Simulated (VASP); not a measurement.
Wanted: the native input for a VASP 6.6.1 run.

```
Task                   : single point
Functional             : PBE
Potentials or basis    : VASP PAW PBE potentials, release 64 (Mn_pv, O)
Cutoff                 : 520 eV
k mesh                 : 12 × 12 × 4
Occupations            : gaussian, width 0.05 eV
Spin                   : collinear spin, ferromagnetic start
Starting moments       : [4.0, 4.0, 0.0, 0.0, 0.0, 0.0] μB
Hubbard terms          : Mn d U = 3.9 eV
Dipole correction      : no
Further INCAR settings : ALGO = Normal; EDIFF = 1e-07; NBANDS = 38
```

The structure of MnO2 lies in POSCAR:

```
MnO2
1.0
    2.8549554371      0.0000000000      0.0000000000
   -1.4274777185      2.4724639352      0.0000000000
    0.0000000000      0.0000000000     10.2217427273
Mn O
2 4
Direct
    0.0000000000      0.0000000000      0.0000000000
    0.0000000000      0.0000000000      0.5000000000
    0.3333333300      0.6666666700      0.9068564500
    0.3333333300      0.6666666700      0.5931435500
    0.6666666700      0.3333333300      0.0931435500
    0.6666666700      0.3333333300      0.4068564500
```

The input as run:

INCAR

```
SYSTEM = MnO2
PREC     = Accurate       ! precision mode
ENCUT    = 520            ! plane-wave cutoff, eV
EDIFF    = 1E-7           ! SCF threshold, eV
ISMEAR   = 0              ! smearing method
SIGMA    = 0.05           ! smearing width, eV
LREAL    = .FALSE.        ! projectors in reciprocal space
LASPH    = .TRUE.         ! aspherical terms in the spheres
NELM     = 150            ! most SCF steps
ALGO     = Normal         ! electronic algorithm
ISIF     = 2              ! what is computed and relaxed
LWAVE    = .FALSE.        ! write WAVECAR
LCHARG   = .FALSE.        ! write CHGCAR
ISPIN    = 2              ! spin polarisation
MAGMOM   = 4 4 0 0 0 0    ! initial moments
LORBIT   = 11             ! projections on sites
LMAXMIX  = 4              ! l up to which the mixer works
LDAU     = .TRUE.         ! DFT+U
LDAUTYPE = 2            
LDAUL    = 2 -1           ! shell
LDAUU    = 3.9 0          ! U, eV
LDAUJ    = 0 0          
LDAUPRINT= 1            
GGA      = PE             ! functional
NBANDS   = 38             ! bands
```

KPOINTS

```
regular mesh
0
G
  12 12 4
  0 0 0
```

Potentials or basis: VASP PAW PBE potentials, release 64 (Mn_pv, O).

Run with:

```sh
$ cat potpaw_PBE.64/Mn_pv/POTCAR potpaw_PBE.64/O/POTCAR > POTCAR
$ mpirun -np 1 vasp_std > vasp.out
```

Results of the run:

```yaml
Pressure: 9.2 GPa
Largest_force: 0.570 eV/Å
Band_gap_on_the_k_mesh: 2.08 eV, indirect (least direct gap 2.13 eV)
Net_moment: 6.00 μB per cell
Site_moments: Mn +3.14; O -0.08 μB
Valence_electrons_inside_the_program's_atomic_spheres: Mn 11.72; O 5.01
```

Caveat: only a ferromagnetic start was run, and an antiferromagnetic order may lie lower in energy.

It took 2.4 min on 1 thread of Intel(R) Xeon(R) 6975P-C (Granite Rapids), with other jobs on the host, peak memory 0.37 GiB.
